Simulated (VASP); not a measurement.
# CoSbH4 (Cmmm) in VASP: a series of runs

Runs on CoSbH4. Level: PBE. Tasks: single point, relaxation of cell and atoms.

Program: VASP 6.6.1. These are calculated values, not measurements. Logs are shortened: lines on timing, memory, paths and dates and some standing lists are left out, and cuts for length are marked.

### Step 1. The cell of the first run

The structure is orthorhombic, space group Cmmm (No. 65). Conventional cell: a = 5.247 Å, b = 5.368 Å, c = 5.174 Å, α = 90.00°, β = 90.00°, γ = 90.00°. Within 2.1 Å of Co (site symmetry mmm) lie 4 H at 1.59 Å. Sb (site symmetry mmm) has 4 Co at 2.62 to 2.68 Å and 16 H at 2.66 to 3.42 Å within 3.5 Å. Within 1.2 Å of H (site symmetry m) lie 1 H at 0.88 Å.

### Step 2. Single point, PBE

INCAR

```
PREC = Accurate
ENCUT = 690
EDIFF = 1E-6
ISMEAR = 0
SIGMA = 0.1
LREAL = False
LASPH = True
NELM = 120
ALGO = Normal
ISIF = 2
LWAVE = False
LCHARG = False
GGA = PE
NBANDS = 27
GGA_COMPAT = False
```

KPOINTS

```
Automatic mesh
0
Gamma
  8 8 6
```

POSCAR

```
CoSbH4
1.0
    2.6233523801     -2.6839923611      0.0000000000
    2.6233523801      2.6839923611      0.0000000000
    0.0000000000      0.0000000000      5.1738485257
Co Sb H
1 1 4
Direct
    0.5000000000      0.5000000000      0.5000000000
    0.0000000000      0.0000000000      0.5000000000
    0.5840638771      0.5840638771      0.7952999599
    0.4159361229      0.4159361229      0.7952999599
    0.4159361229      0.4159361229      0.2047000401
    0.5840638771      0.5840638771      0.2047000401
```

Potentials or basis: VASP PAW PBE potentials, release 64 (Co_sv, Sb_d_GW, H).

The run is started by

```sh
$ cat potpaw_PBE.64/Co_sv/POTCAR potpaw_PBE.64/Sb_d_GW/POTCAR potpaw_PBE.64/H/POTCAR > POTCAR
$ mpirun -np 1 vasp_std > vasp.out
```

OUTCAR:

```text
PREC = Accurate
   ENCUT = 690
   EDIFF = 1E-6
   ISMEAR = 0
   LREAL = False
   LASPH = True
   NELM = 120
   ISIF = 2
   GGA = PE

 ion  position               nearest neighbor table
   1  0.500  0.500  0.500-   3 1.59   4 1.59   5 1.59   6 1.59   2 2.62   2 2.62   2 2.68   2 2.68

   2  0.000  0.000  0.500-   1 2.62   1 2.62   1 2.68   1 2.68
   3  0.584  0.584  0.795-   4 0.88   1 1.59
   4  0.416  0.416  0.795-   3 0.88   1 1.59
   5  0.416  0.416  0.205-   6 0.88   1 1.59
   6  0.584  0.584  0.205-   5 0.88   1 1.59

  LATTYP: Found a base centered orthorhombic cell.
 ALAT       =     5.2467047602
 B/A-ratio  =     1.0231154539
 C/A-ratio  =     0.9861139062

  Lattice vectors:

 A1 = (   2.6233523801,  -2.6839923611,   0.0000000000)
 A2 = (   2.6233523801,   2.6839923611,   0.0000000000)
 A3 = (   0.0000000000,   0.0000000000,   5.1738485257)

Analysis of symmetry for initial positions (statically):
=====================================================================
 Subroutine PRICEL returns:
 Original cell was already a primitive cell.

 Routine SETGRP: Setting up the symmetry group for a
 base centered orthorhombic supercell.

 Subroutine GETGRP returns: Found  8 space group operations
 (whereof  8 operations were pure point group operations)
 out of a pool of  8 trial point group operations.

The static configuration has the point symmetry D_2h.

Analysis of symmetry for dynamics (positions and initial velocities):
=====================================================================
 Subroutine PRICEL returns:
 Original cell was already a primitive cell.

 Routine SETGRP: Setting up the symmetry group for a
 base centered orthorhombic supercell.

 Subroutine GETGRP returns: Found  8 space group operations
 (whereof  8 operations were pure point group operations)
 out of a pool of  8 trial point group operations.

The dynamic configuration has the point symmetry D_2h.

 Subroutine INISYM returns: Found  8 space group operations
 (whereof  8 operations are pure point group operations),
 and found     1 'primitive' translations

----------------------------------------------------------------------------------------

                                     Primitive cell

  volume of cell :      72.8587

  direct lattice vectors                    reciprocal lattice vectors
     2.623352380 -2.683992361  0.000000000     0.190595821 -0.186289651  0.000000000
     2.623352380  2.683992361  0.000000000     0.190595821  0.186289651  0.000000000
     0.000000000  0.000000000  5.173848526     0.000000000  0.000000000  0.193279721

  length of vectors
     3.753104409  3.753104409  5.173848526     0.266515667  0.266515667  0.193279721

  position of ions in fractional coordinates (direct lattice)
     0.500000000  0.500000000  0.500000000
     0.000000000  0.000000000  0.500000000
     0.584063877  0.584063877  0.795299960
     0.415936123  0.415936123  0.795299960
     0.415936123  0.415936123  0.204700040
     0.584063877  0.584063877  0.204700040

  ion indices of the primitive-cell ions
   primitive index   ion index
                 1           1
                 2           2
                 3           3
                 4           4
                 5           5
                 6           6

----------------------------------------------------------------------------------------

 KPOINTS: Automatic mesh

Automatic generation of k-mesh.
 Grid dimensions read from file:
 generate k-points for:    8    8    6

 Generating k-lattice:

  Cartesian coordinates                     Fractional coordinates (reciprocal lattice)
     0.023824478 -0.023286206  0.000000000     0.125000000  0.000000000  0.000000000
     0.023824478  0.023286206  0.000000000     0.000000000  0.125000000  0.000000000
     0.000000000  0.000000000  0.032213287     0.000000000  0.000000000  0.166666667

  Length of vectors
     0.033314458  0.033314458  0.032213287

  Shift w.r.t. Gamma in fractional coordinates (k-lattice)
     0.000000000  0.000000000  0.000000000

 Subroutine IBZKPT returns following result:
 ===========================================

 Found     84 irreducible k-points:

 Following reciprocal coordinates:
            Coordinates               Weight
  0.000000  0.000000  0.000000      1.000000
  0.125000 -0.000000  0.000000      4.000000
  0.250000 -0.000000  0.000000      4.000000
  0.375000 -0.000000  0.000000      4.000000
  0.500000 -0.000000  0.000000      2.000000
  0.125000  0.125000  0.000000      2.000000
[... 16 lines left out ...]
  0.125000 -0.000000  0.166667      8.000000
  0.250000 -0.000000  0.166667      8.000000
 [... further k-points ...]
   k-points           NKPTS =     84   k-points in BZ     NKDIM =     84   number of bands    NBANDS=     27
   number of dos      NEDOS =    301   number of ions     NIONS =      6
   total plane-waves  NPLWV =  49152
   dimension x,y,z NGX =    32 NGY =   32 NGZ =   48
   dimension x,y,z NGXF=    64 NGYF=   64 NGZF=   96
   ions per type =               1   1   4
   NGX,Y,Z   is equivalent  to a cutoff of  14.17, 14.17, 15.42 a.u.
   NGXF,Y,Z  is equivalent  to a cutoff of  28.35, 28.35, 30.85 a.u.
 SYSTEM =  unknown system
   PREC   = accura    normal or accurate (medium, high low for compatibility)
   ISTART =      0    job   : 0-new  1-cont  2-samecut
   ICHARG =      2    charge: 1-file 2-atom 10-const
   ISPIN  =      1    spin polarized calculation?
   LNONCOLLINEAR =      F non collinear calculations
   LSORBIT =      F    spin-orbit coupling
   LASPH  =      T    aspherical Exc in radial PAW
   ENCUT  =  690.0 eV  50.71 Ry    7.12 a.u.   8.04  8.04 11.08*2*pi/ulx,y,z
   NELM   =    120;   NELMIN=  2; NELMDL= -5     # of ELM steps
   EDIFF  = 0.1E-05   stopping-criterion for ELM
   LREAL  =      F    real-space projection
   EDIFFG = 0.1E-04   stopping-criterion for IOM
   NSW    =      0    number of steps for IOM
   IBRION =     -1    ionic relax: 0-MD 1-quasi-New 2-CG
   NFREE  =      0    steps in history (QN), initial steepest desc. (CG)
   ISIF   =      2    stress and relaxation
   ISYM   =      2    0-nonsym 1-usesym 2-fastsym
   POTIM  = 0.5000    time-step for ionic-motion
   TEBEG  =    0.0;   TEEND  =   0.0 temperature during run
   PSTRESS=    0.0 pullay stress
   NELECT =      36.0000    total number of electrons
   NUPDOWN=      -1.0000    fix difference up-down
   EMIN   =  10.00;   EMAX   =-10.00  energy-range for DOS
   EFERMI =   0.00;   METHOD = LEGACY
   ISMEAR =     0;   SIGMA  =   0.10  broadening in eV -4-tet -1-fermi 0-gaus
   EFERMI_NEDOS =   21; number of points for ismear=-14 and -15
   IALGO  =     38    algorithm
   IMIX   =      4    mixing-type and parameters
     AMIX     =   0.40;   BMIX     =  1.00
     AMIX_MAG =   1.60;   BMIX_MAG =  1.00
  volume/ion in A,a.u.               =      12.14        81.95
  Fermi-wavevector in a.u.,A,eV,Ry     =   1.294241  2.445761 22.790569  1.675060
  Thomas-Fermi vector in A             =   2.425836
   LORBIT       =      0    0 simple, 1 ext, 2 COOP (PROOUT), +10 PAW based schemes
   GGA     = PE    functional components
   LHFCALC =     F    Hartree Fock is set to
   AEXX    =    0.0000 exact exchange contribution
   IVDW    =     0    specifies the selected vdW correction
   LEPSILON=     F    determine dielectric tensor
   LRPA    =     F    only Hartree local field effects (RPA)
 non-spin polarized calculation
 Gauss-broadening in eV      SIGMA  =   0.10
  energy-cutoff  :      690.00
  volume of cell :       72.86
 maximum number of plane-waves:      3028
   NGX = 17   NGY = 17   NGZ = 23

 number of electron      35.9999978 magnetization

 Free energy of the ion-electron system (eV)
  ---------------------------------------------------
  ext. energy  EPLUGINS =         0.00000000
  ---------------------------------------------------
  free energy    TOTEN  =       -23.04450452 eV

  energy without entropy =      -23.02914028  energy(sigma->0) =      -23.03682240

 E-fermi :   3.3942     XC(G=0):  -8.9872

 val. band max:        3.3778043083   @ k =   0.1250  -0.0000   0.0000
 cond. band min:       3.3976737387   @ k =   0.1250   0.1250   0.3333
 fundamental gap:      0.0198694305
 Fermi energy:         3.3941549906

 k-point     1 :       0.0000    0.0000    0.0000
  band No.  band energies     occupation
      1     -91.5273      2.00000
      2     -55.2622      2.00000
      3     -54.7474      2.00000
      4     -54.5508      2.00000
      5     -25.6475      2.00000
      6     -25.6228      2.00000
[... 19 lines left out ...]
     26      12.9526      0.00000
     27      13.8771      0.00000

 k-point     2 :       0.1250   -0.0000    0.0000
  band No.  band energies     occupation
      1     -91.5273      2.00000
      2     -55.2622      2.00000
      3     -54.7474      2.00000
      4     -54.5509      2.00000
      5     -25.6464      2.00000
      6     -25.6232      2.00000
[... 19 lines left out ...]
     26      13.0413      0.00000
     27      13.4714      0.00000

 k-point     3 :       0.2500   -0.0000    0.0000
  band No.  band energies     occupation
      1     -91.5273      2.00000
      2     -55.2622      2.00000
      3     -54.7477      2.00000
      4     -54.5511      2.00000
      5     -25.6439      2.00000
      6     -25.6243      2.00000
[... 19 lines left out ...]
     26      12.6131      0.00000
     27      12.6923      0.00000

 k-point     4 :       0.3750   -0.0000    0.0000
  band No.  band energies     occupation
      1     -91.5273      2.00000
      2     -55.2621      2.00000
      3     -54.7480      2.00000
      4     -54.5514      2.00000
      5     -25.6418      2.00000
      6     -25.6257      2.00000
[... 19 lines left out ...]
     26      12.1629      0.00000
     27      14.1617      0.00000

 k-point     5 :       0.5000   -0.0000    0.0000
  band No.  band energies     occupation
      1     -91.5273      2.00000
      2     -55.2622      2.00000
      3     -54.7481      2.00000
      4     -54.5515      2.00000
      5     -25.6410      2.00000
      6     -25.6263      2.00000
[... 19 lines left out ...]
     26      11.4857      0.00000
     27      14.6777      0.00000

 k-point     6 :       0.1250    0.1250    0.0000
  band No.  band energies     occupation
      1     -91.5273      2.00000
      2     -55.2622      2.00000
      3     -54.7477      2.00000
      4     -54.5510      2.00000
      5     -25.6454      2.00000
      6     -25.6236      2.00000
[... 444 lines left out ...]
      1     -91.5272      2.00000
      2     -55.2619      2.00000
      3     -54.7485      2.00000
      4     -54.5520      2.00000
      5     -25.6353      2.00000
      6     -25.6285      2.00000
[... 19 lines left out ...]
     26       9.8275      0.00000
     27      17.1284      0.00000

 k-point    22 :       0.0000    0.0000    0.1667
  band No.  band energies     occupation
      1     -91.5273      2.00000
      2     -55.2623      2.00000
      3     -54.7473      2.00000
      4     -54.5508      2.00000
      5     -25.6474      2.00000
      6     -25.6228      2.00000
[... 19 lines left out ...]
     26      12.4602      0.00000
     27      13.3164      0.00000

 k-point    23 :       0.1250   -0.0000    0.1667
  band No.  band energies     occupation
      1     -91.5273      2.00000
      2     -55.2622      2.00000
      3     -54.7474      2.00000
      4     -54.5509      2.00000
      5     -25.6463      2.00000
      6     -25.6232      2.00000
[... 19 lines left out ...]
     26      12.3984      0.00000
     27      13.9640      0.00000

 k-point    24 :       0.2500   -0.0000    0.1667
  band No.  band energies     occupation
      1     -91.5273      2.00000
      2     -55.2622      2.00000
      3     -54.7477      2.00000
      4     -54.5511      2.00000
      5     -25.6438      2.00000
      6     -25.6244      2.00000
[... 19 lines left out ...]
     26      12.6215      0.00000
     27      12.8958      0.00000

 [... further k-points ...]

------------------------ aborting loop because EDIFF is reached ----------------------------------------

  FORCE on cell =-STRESS in cart. coord.  units (eV):
  Direction    XX          YY          ZZ          XY          YZ          ZX
  --------------------------------------------------------------------------------------
  -------------------------------------------------------------------------------------
  Total       -0.1200710     -0.0957224     -0.1335526      0.0000000      0.0000000      0.0000000
  in kB       -2.6403844     -2.1049532     -2.9368461      0.0000000      0.0000000      0.0000000
  external PRESSURE =      -2.5607279 kB  Pullay stress =       0.0000000 kB

 VOLUME and BASIS-vectors are now :
 -----------------------------------------------------------------------------
  energy-cutoff  :      690.00
  volume of cell :       72.86
      direct lattice vectors                 reciprocal lattice vectors
     2.623352380 -2.683992361  0.000000000     0.190595821 -0.186289651  0.000000000
     2.623352380  2.683992361  0.000000000     0.190595821  0.186289651  0.000000000
     0.000000000  0.000000000  5.173848526     0.000000000  0.000000000  0.193279721

 POSITION                                       TOTAL-FORCE (eV/Angst)
 -----------------------------------------------------------------------------------
      2.62335      0.00000      2.58692         0.000000      0.000000      0.000000
      0.00000      0.00000      2.58692         0.000000     -0.000000      0.000000
      3.06441      0.00000      4.11476        -0.007389     -0.000000     -0.003802
      2.18229      0.00000      4.11476         0.007389     -0.000000     -0.003802
      2.18229      0.00000      1.05909         0.007389     -0.000000      0.003802
      3.06441      0.00000      1.05909        -0.007389     -0.000000      0.003802
 -----------------------------------------------------------------------------------
    total drift:                                0.000000      0.000000     -0.000000

  FREE ENERGIE OF THE ION-ELECTRON SYSTEM (eV)
  ---------------------------------------------------
  free  energy   TOTEN  =       -23.0445045158 eV

  energy  without entropy=      -23.0291402844  energy(sigma->0) =      -23.03682240
```

Run time: 6.7 min. Hardware: 1 thread of Intel Xeon Platinum 8259CL at 2.50GHz (Skylake/Cascade Lake), shared host; peak memory 0.43 GiB.

What came out:

| Quantity | Value |
| --- | --- |
| Free energy | -23.0445 eV |
| Pressure | -0.3 GPa |
| Largest force | 0.008 eV/Å |
| Band gap on the k mesh | zero (bands 18 and 19 overlap by 0.99 eV) |

Forces on the atoms (eV/Å):
```
Co   0.000  0.000  0.000
Sb   0.000  0.000  0.000
H   -0.007  0.000 -0.004
H    0.007  0.000 -0.004
H    0.007  0.000  0.004
H   -0.007  0.000  0.004
```

Caveat: spin-orbit coupling is left out, which moves the levels of the heavy elements; the run has no spin polarisation, though such a crystal can be magnetic. Spin polarisation is off, so any magnetic state and its effect on volume and gap are missing.

### Step 3. Single point, PBE

This run uses another cell than the first one, of 11.00 Å³/atom.

INCAR

```
PREC = Accurate
ENCUT = 690
EDIFF = 1E-6
ISMEAR = 0
SIGMA = 0.1
LREAL = F
LASPH = T
NELM = 120
ALGO = Normal
ISIF = 2
LWAVE = F
LCHARG = F
GGA = PE
NBANDS = 27
GGA_COMPAT = F
```

KPOINTS

```
regular mesh
0
Gamma
  8 8 8
```

POSCAR

```
CoSbH4
1.0
    2.4802423263     -2.8461683579      0.0000000000
    2.4802423263      2.8461683579      0.0000000000
    0.0000000000      0.0000000000      4.6766520827
Co Sb H
1 1 4
Direct
    0.5000000000      0.5000000000      0.5000000000
    0.0000000000      0.0000000000      0.5000000000
    0.3294644415      0.6705355585      0.7574562680
    0.6705355585      0.3294644415      0.7574562680
    0.3294644415      0.6705355585      0.2425437320
    0.6705355585      0.3294644415      0.2425437320
```

Potentials or basis: VASP PAW PBE potentials, release 64 (Co_sv, Sb_d_GW, H).

The run is started by

```sh
$ cat potpaw_PBE.64/Co_sv/POTCAR potpaw_PBE.64/Sb_d_GW/POTCAR potpaw_PBE.64/H/POTCAR > POTCAR
$ mpirun -np 1 vasp_std > vasp.out
```

Run time: 1.7 min. Hardware: 1 thread of Intel Xeon 6975P-C (Granite Rapids), shared host; peak memory 0.44 GiB.

It converged, with:

```
Free energy            : -22.7216 eV
Pressure               : -0.2 GPa
Band gap on the k mesh : zero (bands 18 and 19 overlap by 0.90 eV)
```

Forces on the atoms (eV/Å):
```
Co   0.000  0.000  0.000
Sb   0.000  0.000  0.000
H    0.000  0.002  0.001
H    0.000 -0.002  0.001
H    0.000  0.002 -0.001
H    0.000 -0.002 -0.001
```

Stress tensor (GPa, compression positive):
```
-0.19  0.00  0.00
 0.00 -0.30  0.00
 0.00  0.00 -0.21
```

Levels at points of the mesh, in eV from the Fermi level:
| k point | band 14 | band 15 | band 16 | band 17 | band 18 | band 19 | band 20 | band 21 | band 22 | band 23 |
| --- | --- | --- | --- | --- | --- | --- | --- | --- | --- | --- |
| (0.00, 0.00, 0.00) | -2.70 | -1.65 | -1.27 | -1.12 | 0.11 | 1.23 | 3.84 | 4.04 | 5.10 | 5.21 |
| (0.50, 0.00, 0.00) | -2.30 | -2.03 | -1.59 | -0.90 | -0.44 | 0.92 | 3.27 | 4.27 | 5.17 | 6.66 |
| (0.50, 0.50, 0.00) | -2.87 | -1.55 | -1.33 | -0.96 | -0.77 | -0.08 | 0.76 | 3.46 | 4.11 | 7.27 |
| (0.00, 0.00, 0.50) | -2.20 | -1.63 | -1.17 | -1.16 | 0.25 | 1.81 | 2.84 | 3.67 | 5.88 | 7.25 |
| (0.50, 0.00, 0.50) | -2.98 | -1.80 | -1.78 | -0.89 | 0.11 | 0.47 | 3.44 | 5.20 | 5.93 | 7.51 |
| (0.50, 0.50, 0.50) | -3.01 | -2.66 | -1.44 | -0.95 | -0.77 | -0.57 | 0.05 | 1.84 | 5.47 | 6.62 |

Caveat: spin-orbit coupling is left out, which moves the levels of the heavy elements; the run has no spin polarisation, though such a crystal can be magnetic. Spin polarisation is off, so any magnetic state and its effect on volume and gap are missing.

[end of part 1 of 2]

The gap in the log of VASP goes by the Fermi energy; the results here count the filled bands.